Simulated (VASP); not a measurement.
# V: single point with LDA

Crystal: V.

```
V
1.0
    -1.51435    1.51435    1.51435
     1.51435   -1.51435    1.51435
     1.51435    1.51435   -1.51435
V
1
Direct
  0.00000 0.00000 0.00000
```

```json
{
 "Program": "VASP 6.6.1",
 "Task": "single point",
 "Functional": "LDA",
 "Potentials or basis": "VASP PAW LDA potentials, release 64 (V_sv)",
 "Cutoff": "520 eV",
 "k mesh": "15 × 15 × 15",
 "Occupations": "fermi-dirac, width 0.08 eV",
 "Spin": "collinear spin, ferromagnetic start",
 "Starting moments": "[0.5] μB",
 "Fixed moment": "0.5 μB"
}
```

```
Pressure                                              : -16.3 GPa
Net moment                                            : 0.50 μB per cell
Site moments                                          : V +0.41 μB
Valence electrons inside the program's atomic spheres : V 11.63
```

It took 38 s on 1 thread of Intel Xeon 6975P-C (shared host), peak memory 0.15 GiB.

Caveat: the total moment is fixed, so each spin has its own Fermi level.
